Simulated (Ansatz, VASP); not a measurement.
# Cu in VASP and in Ansatz

```
CELL_PARAMETERS angstrom
0.00000 1.81336 1.81336
1.81336 0.00000 1.81336
1.81336 1.81336 0.00000
ATOMIC_POSITIONS crystal
Cu 0.00000 0.00000 0.00000
```

Alike in both runs: functional PBE; k mesh 10 × 10 × 10; occupations gaussian, width 0.1 eV; no spin polarisation.

Ansatz relaxed the structure, and its values are those at the end. VASP's run is a single point on that final structure, the one shown.

|  | VASP | Ansatz |
| --- | --- | --- |
| version | VASP 6.6.1 | Ansatz 0.2.0 |
| potentials or method | VASP PAW PBE potentials, release 64 (Cu), cutoff 600 eV | scalar-relativistic, plane waves, PAW |
| valence electrons in the cell | 11 | 19 |

|  | VASP | Ansatz | Ansatz less VASP |
| --- | --- | --- | --- |
| gap on the k mesh at the Fermi level (eV) | none | none | - |
| pressure (GPa) | 1.2 | 0.3 | -0.86 |

A gap of «none» marks a metal or a gap that the smearing closes. With one functional, cell and mesh, what is left measures potentials, basis and numerics. VASP's potentials hold 11 valence electrons a cell and Ansatz's 19, so a difference there can come from the potentials and not from the codes.
